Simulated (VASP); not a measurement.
Input of a VASP 6.6.1 run:

File INCAR:

```
PREC = Accurate
ENCUT = 520
EDIFF = 1E-6
ISMEAR = 0
SIGMA = 0.05
LREAL = False
LASPH = True
NELM = 80
ALGO = Normal
ISIF = 2
LWAVE = False
LCHARG = True
GGA = PE
LELF = True
LVHAR = True
NBANDS = 11
```

KPOINTS

```
regular mesh
0
Gamma
  12 12 12
```

POSCAR

```
C
1.0
    0.0000000000      1.8560727172      1.8118981865
    1.8560727172      0.0000000000      1.8118981865
    1.8560727172      1.8560727172      0.0000000000
C
2
Direct
    0.5000000000      0.5000000000      0.5000000000
    0.7500000000      0.7500000000      0.7500000000
```

Potentials or basis: VASP PAW PBE potentials, release 64 (C).

The run is started by

```sh
$ cat potpaw_PBE.64/C/POTCAR > POTCAR
$ mpirun -np 1 vasp_std > vasp.out
```

Q: What does it give for the pressure?

A: -33.1 GPa.

Q: Predict the band gap on the k mesh.

A: 3.37 eV, indirect (least direct gap 4.92 eV).

Stress tensor (GPa, compression positive):
```
-39.63   0.00   0.00
  0.00 -39.63   0.00
  0.00   0.00 -19.98
```

 A k mesh can miss the band edges.
